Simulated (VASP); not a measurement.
# BiW (WC type) (P-6m2) in VASP: further runs

The runs below take BiW (WC type) through relaxation of cell and atoms, with PBE.

Everything below comes from runs of VASP 6.6.1. Logs are shortened: lines on timing, memory, paths and dates and some standing lists are left out, and cuts for length are marked.

### 1 The cell of the first run

Symmetry: P-6m2, No. 187, hexagonal system. The conventional cell has a = 3.122 Å, b = 3.122 Å, c = 4.161 Å, α = 90.00°, β = 90.00°, γ = 120.00°. Within 3.6 Å of W (site symmetry -6m2) lie 6 Bi at 2.75 Å and 6 W at 3.12 Å. Bi (site symmetry -6m2) has 6 W at 2.75 Å and 6 Bi at 3.12 Å within 3.6 Å.

### 2 Relaxation of cell and atoms, PBE, target pressure 38 GPa, at which the enthalpy is minimised

INCAR

```
SYSTEM = BiW
PREC = Accurate ; ENCUT = 600
EDIFF = 1E-6 ; ISMEAR = -1
SIGMA = 0.1 ; LREAL = .False.
LASPH = .True. ; NELM = 80
ALGO = Normal ; ISIF = 3
LWAVE = .False. ; LCHARG = .False.
GGA = PE ; IBRION = 2
NSW = 32 ; EDIFFG = -0.005
PSTRESS = 380.0
```

KPOINTS

```
regular mesh
0
Gamma
  12 12 11
  0 0 0
```

POSCAR

```
BiW
1.0
    3.1215716304      0.0000000000      0.0000000000
   -1.5607858152      2.7033603316      0.0000000000
    0.0000000000      0.0000000000      4.1611042722
W Bi
1 1
Direct
    0.0000000000      0.0000000000      0.0000000000
    0.3333333333      0.6666666667      0.5000000000
```

Potentials or basis: VASP PAW PBE potentials, release 64 (W_sv, Bi_d).

Command:

```bash
> cat potpaw_PBE.64/W_sv/POTCAR potpaw_PBE.64/Bi_d/POTCAR > POTCAR
> mpirun -np 1 vasp_std > vasp.out
```

OUTCAR:

```text
SYSTEM = BiW
   PREC = Accurate
   ENCUT = 600
   EDIFF = 1E-6
   ISMEAR = -1
   LREAL = .False.
   LASPH = .True.
   NELM = 80
   ISIF = 3
   GGA = PE
   IBRION = 2
   NSW = 32
   EDIFFG = -0.005
   PSTRESS = 380.0

 ion  position               nearest neighbor table
   1  0.000  0.000  0.000-   2 2.75   2 2.75   2 2.75   2 2.75   2 2.75   2 2.75
   2  0.333  0.667  0.500-   1 2.75   1 2.75   1 2.75   1 2.75   1 2.75   1 2.75

  LATTYP: Found a hexagonal cell.
 ALAT       =     3.1215716304
 C/A-ratio  =     1.3330157898

  Lattice vectors:

 A1 = (   3.1215716304,   0.0000000000,   0.0000000000)
 A2 = (  -1.5607858152,   2.7033603316,   0.0000000000)
 A3 = (   0.0000000000,   0.0000000000,   4.1611042722)

Analysis of symmetry for initial positions (statically):
=====================================================================
 Subroutine PRICEL returns:
 Original cell was already a primitive cell.

 Routine SETGRP: Setting up the symmetry group for a
 hexagonal supercell.

 Subroutine GETGRP returns: Found 12 space group operations
 (whereof 12 operations were pure point group operations)
 out of a pool of 24 trial point group operations.

The static configuration has the point symmetry D_3h.

Analysis of symmetry for dynamics (positions and initial velocities):
=====================================================================
 Subroutine PRICEL returns:
 Original cell was already a primitive cell.

 Routine SETGRP: Setting up the symmetry group for a
 hexagonal supercell.

 Subroutine GETGRP returns: Found 12 space group operations
 (whereof 12 operations were pure point group operations)
 out of a pool of 24 trial point group operations.

The dynamic configuration has the point symmetry D_3h.

 Subroutine INISYM returns: Found 12 space group operations
 (whereof 12 operations are pure point group operations),
 and found     1 'primitive' translations

----------------------------------------------------------------------------------------

                                     Primitive cell

  volume of cell :      35.1144

  direct lattice vectors                    reciprocal lattice vectors
     3.121571630  0.000000000  0.000000000     0.320351451  0.184954996  0.000000000
    -1.560785815  2.703360332  0.000000000     0.000000000  0.369909993  0.000000000
     0.000000000  0.000000000  4.161104272     0.000000000  0.000000000  0.240320822

  length of vectors
     3.121571630  3.121571630  4.161104272     0.369909992  0.369909993  0.240320822

  position of ions in fractional coordinates (direct lattice)
     0.000000000  0.000000000  0.000000000
     0.333333333  0.666666667  0.500000000

  ion indices of the primitive-cell ions
   primitive index   ion index
                 1           1
                 2           2

----------------------------------------------------------------------------------------

 KPOINTS: regular mesh

Automatic generation of k-mesh.
 Grid dimensions read from file:
 generate k-points for:   12   12   11

 Generating k-lattice:

  Cartesian coordinates                     Fractional coordinates (reciprocal lattice)
     0.026695954  0.015412916  0.000000000     0.083333333  0.000000000  0.000000000
     0.000000000  0.030825833  0.000000000     0.000000000  0.083333333  0.000000000
     0.000000000  0.000000000  0.021847347     0.000000000  0.000000000  0.090909091

  Length of vectors
     0.030825833  0.030825833  0.021847347

  Shift w.r.t. Gamma in fractional coordinates (k-lattice)
     0.000000000  0.000000000  0.000000000

 Subroutine IBZKPT returns following result:
 ===========================================

 Found    114 irreducible k-points:

 Following reciprocal coordinates:
            Coordinates               Weight
  0.000000  0.000000  0.000000      1.000000
  0.083333  0.000000  0.000000      6.000000
  0.166667  0.000000  0.000000      6.000000
  0.250000  0.000000  0.000000      6.000000
  0.333333  0.000000  0.000000      6.000000
  0.416667  0.000000  0.000000      6.000000
[... 16 lines left out ...]
  0.250000  0.000000  0.090909     12.000000
  0.333333  0.000000  0.090909     12.000000
 [... further k-points ...]
   k-points           NKPTS =    114   k-points in BZ     NKDIM =    114   number of bands    NBANDS=     18
   number of dos      NEDOS =    301   number of ions     NIONS =      2
   total plane-waves  NPLWV =  28224
   dimension x,y,z NGX =    28 NGY =   28 NGZ =   36
   dimension x,y,z NGXF=    56 NGYF=   56 NGZF=   72
   ions per type =               1   1
   NGX,Y,Z   is equivalent  to a cutoff of  14.91, 14.91, 14.38 a.u.
   NGXF,Y,Z  is equivalent  to a cutoff of  29.82, 29.82, 28.77 a.u.
 SYSTEM =  BiW
   PREC   = accura    normal or accurate (medium, high low for compatibility)
   ISTART =      0    job   : 0-new  1-cont  2-samecut
   ICHARG =      2    charge: 1-file 2-atom 10-const
   ISPIN  =      1    spin polarized calculation?
   LNONCOLLINEAR =      F non collinear calculations
   LSORBIT =      F    spin-orbit coupling
   LASPH  =      T    aspherical Exc in radial PAW
   ENCUT  =  600.0 eV  44.10 Ry    6.64 a.u.   6.23  6.23  8.31*2*pi/ulx,y,z
   NELM   =     80;   NELMIN=  2; NELMDL= -5     # of ELM steps
   EDIFF  = 0.1E-05   stopping-criterion for ELM
   LREAL  =      F    real-space projection
   EDIFFG = -.5E-02   stopping-criterion for IOM
   NSW    =     32    number of steps for IOM
   IBRION =      2    ionic relax: 0-MD 1-quasi-New 2-CG
   NFREE  =      1    steps in history (QN), initial steepest desc. (CG)
   ISIF   =      3    stress and relaxation
   ISYM   =      2    0-nonsym 1-usesym 2-fastsym
   POTIM  = 0.5000    time-step for ionic-motion
   TEBEG  =    0.0;   TEEND  =   0.0 temperature during run
   PSTRESS=  380.0 pullay stress
   NELECT =      29.0000    total number of electrons
   NUPDOWN=      -1.0000    fix difference up-down
   EMIN   =  10.00;   EMAX   =-10.00  energy-range for DOS
   EFERMI =   0.00;   METHOD = LEGACY
   ISMEAR =    -1;   SIGMA  =   0.10  broadening in eV -4-tet -1-fermi 0-gaus
   EFERMI_NEDOS =   21; number of points for ismear=-14 and -15
   IALGO  =     38    algorithm
   IMIX   =      4    mixing-type and parameters
     AMIX     =   0.40;   BMIX     =  1.00
     AMIX_MAG =   1.60;   BMIX_MAG =  1.00
  volume/ion in A,a.u.               =      17.56       118.48
  Fermi-wavevector in a.u.,A,eV,Ry     =   1.535956  2.902537 32.098348  2.359162
  Thomas-Fermi vector in A             =   2.642672
   LORBIT       =      0    0 simple, 1 ext, 2 COOP (PROOUT), +10 PAW based schemes
   GGA     = PE    functional components
   LHFCALC =     F    Hartree Fock is set to
   AEXX    =    0.0000 exact exchange contribution
   IVDW    =     0    specifies the selected vdW correction
   LEPSILON=     F    determine dielectric tensor
   LRPA    =     F    only Hartree local field effects (RPA)
 conjugate gradient relaxation of ions
 non-spin polarized calculation
  energy-cutoff  :      600.00
  volume of cell :       35.11
 maximum number of plane-waves:      1193
 NGX is ok and might be reduce to    28
   NGX = 13   NGY = 13   NGZ = 17

--------------------------------------- Ionic step        1  -------------------------------------------

 number of electron      28.9999998 magnetization

 Free energy of the ion-electron system (eV)
  ---------------------------------------------------
  ext. energy  EPLUGINS =         0.00000000
  ---------------------------------------------------
  free energy    TOTEN  =       -13.62370753 eV

  energy without entropy =      -13.57236619  energy(sigma->0) =      -13.59803686

------------------------ aborting loop because EDIFF is reached ----------------------------------------

  FORCE on cell =-STRESS in cart. coord.  units (eV):
  Direction    XX          YY          ZZ          XY          YZ          ZX
  --------------------------------------------------------------------------------------
  -------------------------------------------------------------------------------------
  Total        8.3875057      8.3875057      8.4145870     -0.0000000     -0.0000000      0.0000000
  in kB      382.6992124    382.6992124    383.9348582     -0.0000000     -0.0000000      0.0000000
  external PRESSURE =       3.1110944 kB  Pullay stress =     380.0000000 kB
[... 93 lines left out ...]
  FREE ENERGIE OF THE ION-ELECTRON SYSTEM (eV)
  ---------------------------------------------------
  free  energy   TOTEN  =       -13.6332878709 eV

  energy  without entropy=      -13.5818912020  energy(sigma->0) =      -13.60758954

  enthalpy is  TOTEN    =        -5.2954089260 eV   P V=        8.3378789449

[... ionic steps 4 to 17 ...]

--------------------------------------- Ionic step       18  -------------------------------------------

 number of electron      28.9999998 magnetization

------------------------ aborting loop because EDIFF is reached ----------------------------------------

  FORCE on cell =-STRESS in cart. coord.  units (eV):
  Direction    XX          YY          ZZ          XY          YZ          ZX
  --------------------------------------------------------------------------------------
  -------------------------------------------------------------------------------------
  Total        8.3313034      8.3313034      8.3504740     -0.0000000      0.0000000      0.0000000
  in kB      379.6817252    379.6817252    380.5553866     -0.0000000      0.0000000      0.0000000
  external PRESSURE =      -0.0270543 kB  Pullay stress =     380.0000000 kB
[... 61 lines left out ...]
  enthalpy is  TOTEN    =        -5.2954091047 eV   P V=        8.3382819050

--------------------------------------- Ionic step       20  -------------------------------------------

 number of electron      28.9999998 magnetization

 Free energy of the ion-electron system (eV)
  ---------------------------------------------------
  ext. energy  EPLUGINS =         0.00000000
  ---------------------------------------------------
  free energy    TOTEN  =       -13.63356635 eV

  energy without entropy =      -13.58217436  energy(sigma->0) =      -13.60787036

 E-fermi :  13.5729     XC(G=0): -13.1481

 val. band max:       13.5648735436   @ k =   0.0833   0.0000   0.3636
 cond. band min:      13.5759033723   @ k =   0.2500   0.0000   0.2727
 fundamental gap:      0.0110298286
 Fermi energy:        13.5729405751

 k-point     1 :       0.0000    0.0000    0.0000
  band No.  band energies     occupation
      1     -60.4214      2.00000
      2     -24.8363      2.00000
      3     -24.5238      2.00000
      4     -24.5238      2.00000
      5     -10.1484      2.00000
      6     -10.1390      2.00000
[... 10 lines left out ...]
     17      17.2596      0.00000
     18      21.0956      0.00000
[... 466 lines left out ...]
      2     -24.8181      2.00000
      3     -24.8017      2.00000
      4     -24.5930      2.00000
      5     -10.2779      2.00000
      6      -9.9937      2.00000
[... 10 lines left out ...]
     17      15.9323      0.00000
     18      17.2825      0.00000

 [... further k-points ...]
[... 5 lines left out ...]
  --------------------------------------------------------------------------------------
  -------------------------------------------------------------------------------------
  Total        8.3340470      8.3340470      8.3429508      0.0000000      0.0000000      0.0000000
  in kB      379.8127940    379.8127939    380.2185719      0.0000000      0.0000000      0.0000000
  external PRESSURE =      -0.0519467 kB  Pullay stress =     380.0000000 kB
[... 17 lines left out ...]
  FREE ENERGIE OF THE ION-ELECTRON SYSTEM (eV)
  ---------------------------------------------------
  free  energy   TOTEN  =       -13.6335663499 eV

  energy  without entropy=      -13.5821743602  energy(sigma->0) =      -13.60787036

  enthalpy is  TOTEN    =        -5.2954115600 eV   P V=        8.3381547899

 reached required accuracy - stopping structural energy minimisation
```

It took 4.4 min on 1 thread of Intel Xeon Platinum 8488C (Sapphire Rapids), shared host; peak memory 0.25 GiB.

Results:

```
Free energy                                                : -13.6336 eV
Relaxed volume                                             : 17.58 Å³/atom
Relaxed cell                                               : a = 3.122 Å, b = 3.122 Å, c = 4.164 Å, α = 90.00°, β = 90.00°, γ = 120.00°
Space group after relaxing (to 0.1 Å)                      : P-6m2 (No. 187)
Energy change on relaxing (the run minimises the enthalpy) : -4.9 meV/atom
Ionic steps                                                : 20
Pressure after relaxing                                    : 38.0 GPa
Band gap on the k mesh                                     : zero (an odd number of electrons rules out a gap without spin polarisation)
```

The path:
| step | energy change (eV) | largest force (eV/Å) | pressure (GPa) | volume (Å³) |
| --- | --- | --- | --- | --- |
| 1 | 0.0000 | 0.0000 | 38.31 | 35.11 |
| 2 | -0.0407 | 0.0000 | 36.87 | 35.29 |
| 3 | -0.0096 | 0.0000 | 38.01 | 35.15 |
| 4 | -0.0100 | 0.0000 | 38.05 | 35.16 |
| 5 | -0.0255 | 0.0000 | 37.43 | 35.22 |
| 6 | -0.0115 | 0.0000 | 37.94 | 35.16 |
| 7 | -0.0108 | 0.0000 | 37.94 | 35.16 |
| 8 | -0.0104 | 0.0000 | 37.92 | 35.16 |
| 9 | -0.0102 | 0.0000 | 37.95 | 35.16 |
| 10 | -0.0049 | 0.0000 | 38.10 | 35.14 |
| 11 | -0.0074 | 0.0000 | 38.12 | 35.15 |
| 12 | -0.0090 | 0.0000 | 38.06 | 35.15 |
| 13 | -0.0093 | 0.0000 | 38.08 | 35.15 |
| 14 | -0.0098 | 0.0000 | 38.08 | 35.16 |
| 15 | -0.0100 | 0.0000 | 38.04 | 35.16 |
| 16 | -0.0101 | 0.0000 | 38.01 | 35.16 |
| 17 | -0.0100 | 0.0000 | 38.00 | 35.16 |
| 18 | -0.0100 | 0.0000 | 38.00 | 35.16 |
| 19 | -0.0100 | 0.0000 | 38.00 | 35.16 |
| 20 | -0.0099 | 0.0000 | 37.99 | 35.16 |

Final structure:
```
W Bi
1.0
     3.12228    0.00000    0.00000
    -1.56114    2.70397    0.00000
     0.00000    0.00000    4.16411
W Bi
1 1
Direct
  0.00000 0.00000 0.00000
  0.33333 0.66667 0.50000
```

Levels at points of the mesh, in eV from the Fermi level:
| k point | band 10 | band 11 | band 12 | band 13 | band 14 | band 15 | band 16 | band 17 | band 18 |
| --- | --- | --- | --- | --- | --- | --- | --- | --- | --- |
| (0.00, 0.00, 0.00) | -16.01 | -4.79 | -3.77 | -1.51 | -1.51 | 0.60 | 0.60 | 3.69 | 7.52 |
| (0.50, 0.00, 0.00) | -11.48 | -8.14 | -4.94 | -3.44 | 0.15 | 1.37 | 2.91 | 3.39 | 3.82 |

Caveat: the cell is relaxed towards a set pressure, so the run minimises the enthalpy, not the energy; spin-orbit coupling is left out, which moves the levels of the heavy elements.

### 3 Relaxation of cell and atoms, PBE, target pressure 38 GPa, at which the enthalpy is minimised

This run uses another cell than the first one, of 18.92 Å³/atom.

INCAR

```
PREC = Accurate
ENCUT = 600
EDIFF = 1E-7
ISMEAR = -1
SIGMA = 0.1
LREAL = F
LASPH = T
NELM = 60
ALGO = Normal
ISIF = 3
LWAVE = F
LCHARG = F
GGA = PE
IBRION = 2
NSW = 60
EDIFFG = -0.005
PSTRESS = 380.0
```

KPOINTS

```
Automatic mesh
0
Gamma
  12 12 11
```

POSCAR

```
BiW
1.0
    3.5461184353      0.0000000000      0.0000000000
   -1.7730592176      3.0710286498      0.0000000000
    0.0000000000      0.0000000000      3.4751960666
W Bi
1 1
Direct
    0.0000000000      0.0000000000      0.0000000000
    0.3333333333      0.6666666667      0.5000000000
```

Potentials or basis: VASP PAW PBE potentials, release 64 (W_sv, Bi_d).

Command:

```bash
> cat potpaw_PBE.64/W_sv/POTCAR potpaw_PBE.64/Bi_d/POTCAR > POTCAR
> mpirun -np 1 vasp_std > vasp.out
```

Run time: 7 min. Hardware: 1 thread of Intel Xeon Platinum 8488C (Sapphire Rapids), shared host; peak memory 0.26 GiB.

Results (log left out):

* Free energy: -13.6318 eV
* Relaxed volume: 17.58 Å³/atom
* Relaxed cell: a = 3.122 Å, b = 3.122 Å, c = 4.164 Å, α = 90.00°, β = 90.00°, γ = 120.00°
* Space group after relaxing (to 0.1 Å): P-6m2 (No. 187)
* Energy change on relaxing (the run minimises the enthalpy): +0.3 meV/atom
* Ionic steps: 15
* Pressure after relaxing: 38.0 GPa
* Band gap on the k mesh: zero (an odd number of electrons rules out a gap without spin polarisation)

Step by step:
```tsv
step	energy change (eV)	largest force (eV/Å)	pressure (GPa)	volume (Å³)
1	0.0000	0.0000	31.82	37.85
2	0.9251	0.0000	63.25	33.91
3	0.3913	0.0000	45.96	35.83
4	0.3033	0.0000	44.42	35.66
5	0.1577	0.0000	44.00	34.73
6	2.2817	0.0000	88.02	31.40
7	0.2277	0.0000	46.11	34.29
8	-0.2700	0.0000	27.71	36.48
9	-0.0046	0.0000	37.95	35.18
10	-0.0004	0.0000	38.10	35.16
11	0.0010	0.0000	38.09	35.15
12	0.0028	0.0000	38.08	35.15
13	0.0027	0.0000	38.09	35.15
14	-0.0034	0.0000	37.86	35.17
15	0.0005	0.0000	38.01	35.15
```

Final structure:
```xyz
2
Lattice="3.1224 0.0000 0.0000 -1.5612 2.7041 0.0000 0.0000 0.0000 4.1636" Properties=species:S:1:pos:R:3 pbc="T T T"
W     0.0000    0.0000    0.0000
Bi    0.0000    1.8027    2.0818
```

Levels at points of the mesh, in eV from the Fermi level:
```
           k point  band 11  band 12  band 13  band 14  band 15  band 16  band 17  band 18
(0.00, 0.00, 0.00)    -4.79    -3.77    -1.52    -1.52     0.60     0.60     3.69     7.52
(0.50, 0.00, 0.00)    -8.14    -4.94    -3.44     0.15     1.37     2.90     3.39     3.82
```

Caveat: the cell is relaxed towards a set pressure, so the run minimises the enthalpy, not the energy; a cell axis changed by over 15 % at a fixed basis, so the end point is rough; spin-orbit coupling is left out, which moves the levels of the heavy elements.
